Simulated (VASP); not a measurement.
# MoS3 (P4/mmm) in VASP: single point with PBE

Aim: the single point of MoS3 with PBE.

Program: VASP 6.6.1. These are calculated values, not measurements. Logs are shortened: lines on timing, memory, paths and dates and some standing lists are left out, and cuts for length are marked.

**1. The cell of the first run**

It takes space group P4/mmm (No. 123, tetragonal). Conventional cell: a = 3.338 Å, b = 3.338 Å, c = 8.693 Å, α = 90.00°, β = 90.00°, γ = 90.00°. Within 3.1 Å of Mo (site symmetry 4/mmm) lie 4 S at 2.36 Å. Within 2.5 Å of S (site symmetry 4mm) lie 1 S at 1.91 Å. S (site symmetry 4/mmm) has 4 Mo at 2.36 Å within 3.1 Å.

The cell was built from a structure type or drawn by symmetry, and may not be a known phase.

**2. Single point, PBE, collinear spin**

File INCAR:

```
SYSTEM = MoS3
  ALGO = Fast
  EDIFF = 1E-6
  ENCUT = 520
  GGA = PE
  ISIF = 2
  ISMEAR = 0
  ISPIN = 2
  LASPH = .TRUE.
  LCHARG = .FALSE.
  LMAXMIX = 4
  LORBIT = 11
  LREAL = .FALSE.
  LWAVE = .FALSE.
  MAGMOM = 1.29 0 0 0
  NBANDS = 28
  NELM = 150
  PREC = Accurate
  SIGMA = 0.1
```

File KPOINTS:

```
k-points
0
G
  14 14 6
  0 0 0
```

File POSCAR:

```
MoS3
1.0
    3.3377246558      0.0000000000      0.0000000000
    0.0000000000      3.3377246558      0.0000000000
    0.0000000000      0.0000000000      8.6932653656
Mo S
1 3
Direct
    0.5000000000      0.5000000000      0.0000000000
    0.0000000000      0.0000000000      0.6098363779
    0.0000000000      0.0000000000      0.3901636221
    0.0000000000      0.0000000000      0.0000000000
```

Potentials or basis: VASP PAW PBE potentials, release 64 (Mo_sv, S).

Started as:

```bash
$ cat potpaw_PBE.64/Mo_sv/POTCAR potpaw_PBE.64/S/POTCAR > POTCAR
$ mpirun -np 1 vasp_std > vasp.out
```

OUTCAR:

```text
SYSTEM = MoS3
   EDIFF = 1E-6
   ENCUT = 520
   GGA = PE
   ISIF = 2
   ISMEAR = 0
   ISPIN = 2
   LASPH = .TRUE.
   LORBIT = 11
   LREAL = .FALSE.
   NELM = 150
   PREC = Accurate

 ion  position               nearest neighbor table
   1  0.500  0.500  0.000-   4 2.36   4 2.36   4 2.36   4 2.36
   2  0.000  0.000  0.610-   3 1.91
   3  0.000  0.000  0.390-   2 1.91
   4  0.000  0.000  0.000-   1 2.36   1 2.36   1 2.36   1 2.36

  LATTYP: Found a simple tetragonal cell.
 ALAT       =     3.3377246558
 C/A-ratio  =     2.6045483861

  Lattice vectors:

 A1 = (   3.3377246558,   0.0000000000,   0.0000000000)
 A2 = (   0.0000000000,   3.3377246558,   0.0000000000)
 A3 = (   0.0000000000,   0.0000000000,   8.6932653656)

Analysis of symmetry for initial positions (statically):
=====================================================================
 Subroutine PRICEL returns:
 Original cell was already a primitive cell.

 Routine SETGRP: Setting up the symmetry group for a
 simple tetragonal supercell.

 Subroutine GETGRP returns: Found 16 space group operations
 (whereof 16 operations were pure point group operations)
 out of a pool of 16 trial point group operations.

The static configuration has the point symmetry D_4h.

Analysis of symmetry for dynamics (positions and initial velocities):
=====================================================================
 Subroutine PRICEL returns:
 Original cell was already a primitive cell.

 Routine SETGRP: Setting up the symmetry group for a
 simple tetragonal supercell.

 Subroutine GETGRP returns: Found 16 space group operations
 (whereof 16 operations were pure point group operations)
 out of a pool of 16 trial point group operations.

The dynamic configuration has the point symmetry D_4h.

Analysis of structural, dynamic, and magnetic symmetry:
=====================================================================
 Subroutine PRICEL returns:
 Original cell was already a primitive cell.

 Routine SETGRP: Setting up the symmetry group for a
 simple tetragonal supercell.

 Subroutine GETGRP returns: Found 16 space group operations
 (whereof 16 operations were pure point group operations)
 out of a pool of 16 trial point group operations.

The overall configuration has the point symmetry D_4h.

 Subroutine INISYM returns: Found 16 space group operations
 (whereof 16 operations are pure point group operations),
 and found     1 'primitive' translations

----------------------------------------------------------------------------------------

                                     Primitive cell

  volume of cell :      96.8465

  direct lattice vectors                    reciprocal lattice vectors
     3.337724656  0.000000000  0.000000000     0.299605301  0.000000000  0.000000000
     0.000000000  3.337724656  0.000000000     0.000000000  0.299605301  0.000000000
     0.000000000  0.000000000  8.693265366     0.000000000  0.000000000  0.115031574

  length of vectors
     3.337724656  3.337724656  8.693265366     0.299605301  0.299605301  0.115031574

  position of ions in fractional coordinates (direct lattice)
     0.500000000  0.500000000  0.000000000
     0.000000000  0.000000000  0.609836378
     0.000000000  0.000000000  0.390163622
     0.000000000  0.000000000  0.000000000

  ion indices of the primitive-cell ions
   primitive index   ion index
                 1           1
                 2           2
                 3           3
                 4           4

----------------------------------------------------------------------------------------

 KPOINTS: k-points

Automatic generation of k-mesh.
 Grid dimensions read from file:
 generate k-points for:   14   14    6

 Generating k-lattice:

  Cartesian coordinates                     Fractional coordinates (reciprocal lattice)
     0.021400379  0.000000000  0.000000000     0.071428571  0.000000000  0.000000000
     0.000000000  0.021400379  0.000000000     0.000000000  0.071428571  0.000000000
     0.000000000  0.000000000  0.019171929     0.000000000  0.000000000  0.166666667

  Length of vectors
     0.021400379  0.021400379  0.019171929

  Shift w.r.t. Gamma in fractional coordinates (k-lattice)
     0.000000000  0.000000000  0.000000000

 Subroutine IBZKPT returns following result:
 ===========================================

 Found    144 irreducible k-points:

 Following reciprocal coordinates:
            Coordinates               Weight
  0.000000  0.000000  0.000000      1.000000
  0.071429  0.000000  0.000000      4.000000
  0.142857  0.000000  0.000000      4.000000
  0.214286  0.000000  0.000000      4.000000
  0.285714  0.000000  0.000000      4.000000
  0.357143  0.000000  0.000000      4.000000
[... 16 lines left out ...]
  0.285714  0.214286  0.000000      8.000000
  0.357143  0.214286  0.000000      8.000000
 [... further k-points ...]
   k-points           NKPTS =    144   k-points in BZ     NKDIM =    144   number of bands    NBANDS=     28
   number of dos      NEDOS =    301   number of ions     NIONS =      4
   total plane-waves  NPLWV =  54880
   dimension x,y,z NGX =    28 NGY =   28 NGZ =   70
   dimension x,y,z NGXF=    56 NGYF=   56 NGZF=  140
   ions per type =               1   3
   NGX,Y,Z   is equivalent  to a cutoff of  13.95, 13.95, 13.39 a.u.
   NGXF,Y,Z  is equivalent  to a cutoff of  27.89, 27.89, 26.77 a.u.
 SYSTEM =  MoS3
   PREC   = accura    normal or accurate (medium, high low for compatibility)
   ISTART =      0    job   : 0-new  1-cont  2-samecut
   ICHARG =      2    charge: 1-file 2-atom 10-const
   ISPIN  =      2    spin polarized calculation?
   LNONCOLLINEAR =      F non collinear calculations
   LSORBIT =      F    spin-orbit coupling
   LASPH  =      T    aspherical Exc in radial PAW
   ENCUT  =  520.0 eV  38.22 Ry    6.18 a.u.   6.21  6.21 16.16*2*pi/ulx,y,z
   NELM   =    150;   NELMIN=  2; NELMDL= -5     # of ELM steps
   EDIFF  = 0.1E-05   stopping-criterion for ELM
   LREAL  =      F    real-space projection
   EDIFFG = 0.1E-04   stopping-criterion for IOM
   NSW    =      0    number of steps for IOM
   IBRION =     -1    ionic relax: 0-MD 1-quasi-New 2-CG
   NFREE  =      0    steps in history (QN), initial steepest desc. (CG)
   ISIF   =      2    stress and relaxation
   ISYM   =      2    0-nonsym 1-usesym 2-fastsym
   POTIM  = 0.5000    time-step for ionic-motion
   TEBEG  =    0.0;   TEEND  =   0.0 temperature during run
   PSTRESS=    0.0 pullay stress
   NELECT =      32.0000    total number of electrons
   NUPDOWN=      -1.0000    fix difference up-down
   EMIN   =  10.00;   EMAX   =-10.00  energy-range for DOS
   EFERMI =   0.00;   METHOD = LEGACY
   ISMEAR =     0;   SIGMA  =   0.10  broadening in eV -4-tet -1-fermi 0-gaus
   EFERMI_NEDOS =   21; number of points for ismear=-14 and -15
   IALGO  =     68    algorithm
   IMIX   =      4    mixing-type and parameters
     AMIX     =   0.40;   BMIX     =  1.00
     AMIX_MAG =   1.60;   BMIX_MAG =  1.00
  volume/ion in A,a.u.               =      24.21       163.39
  Fermi-wavevector in a.u.,A,eV,Ry     =   1.131784  2.138761 17.428176  1.280935
  Thomas-Fermi vector in A             =   2.268484
   LORBIT       =     11    0 simple, 1 ext, 2 COOP (PROOUT), +10 PAW based schemes
   GGA     = PE    functional components
   LHFCALC =     F    Hartree Fock is set to
   AEXX    =    0.0000 exact exchange contribution
   IVDW    =     0    specifies the selected vdW correction
   LEPSILON=     F    determine dielectric tensor
   LRPA    =     F    only Hartree local field effects (RPA)
 spin polarized calculation
 RMM-DIIS sequential band-by-band and
 Gauss-broadening in eV      SIGMA  =   0.10
  energy-cutoff  :      520.00
  volume of cell :       96.85
 maximum number of plane-waves:      2641
 NGX is ok and might be reduce to    28
   NGX = 13   NGY = 13   NGZ = 33

 number of electron      31.9999999 magnetization       1.8264759

 Free energy of the ion-electron system (eV)
  ---------------------------------------------------
  ext. energy  EPLUGINS =         0.00000000
  ---------------------------------------------------
  free energy    TOTEN  =       -21.51176692 eV

  energy without entropy =      -21.49807213  energy(sigma->0) =      -21.50491953

 E-fermi :   4.1752     XC(G=0):  -9.0827

 val. band max:        4.1733040908   @ k =   0.1429   0.1429   0.1667
 cond. band min:       4.1755939453   @ k =   0.2857   0.1429   0.3333
 fundamental gap:      0.0022898545
 Fermi energy:         4.1752118517

 spin component 1

 k-point     1 :       0.0000    0.0000    0.0000
  band No.  band energies     occupation
      1     -57.6752      1.00000
      2     -31.8820      1.00000
      3     -31.8820      1.00000
      4     -31.7180      1.00000
      5     -11.7459      1.00000
      6     -11.0874      1.00000
[... 20 lines left out ...]
     27      14.0028      0.00000
[... 691 lines left out ...]
      6      -9.9997      1.00000
[... 20 lines left out ...]
     27      13.5118      0.00000
     28      14.1017      0.00000

 [... further k-points ...]

 spin component 2

 k-point     1 :       0.0000    0.0000    0.0000
  band No.  band energies     occupation
      1     -56.6852      1.00000
      2     -30.9813      1.00000
      3     -30.9813      1.00000
      4     -30.2238      1.00000
      5     -11.7397      1.00000
      6     -11.0267      1.00000
[... 20 lines left out ...]
     27      14.0425      0.00000
[... 691 lines left out ...]
      6      -9.9625      1.00000
[... 20 lines left out ...]
     27      13.6337      0.00000
     28      14.2751      0.00000

 [... further k-points ...]

------------------------ aborting loop because EDIFF is reached ----------------------------------------

  FORCE on cell =-STRESS in cart. coord.  units (eV):
  Direction    XX          YY          ZZ          XY          YZ          ZX
  --------------------------------------------------------------------------------------
  -------------------------------------------------------------------------------------
  Total       -0.0009426     -0.0009426     -0.4527280      0.0000000      0.0000000      0.0000000
  in kB       -0.0155943     -0.0155943     -7.4896927      0.0000000      0.0000000      0.0000000
  external PRESSURE =      -2.5069604 kB  Pullay stress =       0.0000000 kB

 VOLUME and BASIS-vectors are now :
 -----------------------------------------------------------------------------
  energy-cutoff  :      520.00
  volume of cell :       96.85
      direct lattice vectors                 reciprocal lattice vectors
     3.337724656  0.000000000  0.000000000     0.299605301  0.000000000  0.000000000
     0.000000000  3.337724656  0.000000000     0.000000000  0.299605301  0.000000000
     0.000000000  0.000000000  8.693265366     0.000000000  0.000000000  0.115031574

 POSITION                                       TOTAL-FORCE (eV/Angst)
 -----------------------------------------------------------------------------------
      1.66886      1.66886      0.00000        -0.000000      0.000000      0.000000
      0.00000      0.00000      5.30147         0.000000     -0.000000     -0.231724
      0.00000      0.00000      3.39180        -0.000000     -0.000000      0.231724
      0.00000      0.00000      0.00000        -0.000000      0.000000      0.000000
 -----------------------------------------------------------------------------------
    total drift:                                0.000000      0.000000     -0.000000

  FREE ENERGIE OF THE ION-ELECTRON SYSTEM (eV)
  ---------------------------------------------------
  free  energy   TOTEN  =       -21.5117669202 eV

  energy  without entropy=      -21.4980721339  energy(sigma->0) =      -21.50491953

 total charge

# of ion       s       p       d       tot
------------------------------------------
    1        2.233   6.119   4.011  12.363
    2        1.383   2.231   0.000   3.614
    3        1.383   2.231   0.000   3.614
    4        1.322   2.438   0.000   3.760
--------------------------------------------------
tot          6.322  13.018   4.011  23.351

 magnetization (x)

# of ion       s       p       d       tot
------------------------------------------
    1        0.045   0.012   1.485   1.542
    2        0.001  -0.002   0.000  -0.001
    3        0.001  -0.002   0.000  -0.001
    4       -0.003  -0.030   0.000  -0.033
--------------------------------------------------
tot          0.045  -0.022   1.485   1.508
```

Run time: 25 min. Hardware: 1 thread of Oxide Virtual Turin-like, shared host; peak memory 0.62 GiB.

What came out:

- Free energy: -21.5118 eV
- Pressure: -0.3 GPa
- Largest force: 0.232 eV/Å
- Net moment: 1.83 μB per cell
- Site moments: Mo +1.54; S -0.00, -0.03 (each value once) μB
- Valence electrons inside the program's atomic spheres: Mo 12.36; S 3.61, 3.76 (each value once)

Forces on the atoms (eV/Å):
```
Mo   0.000  0.000  0.000
S    0.000  0.000 -0.232
S    0.000  0.000  0.232
S    0.000  0.000  0.000
```

Caveat: this functional lacks dispersion, which binds the layers, so the pressure and a relaxed spacing across them are unreliable.
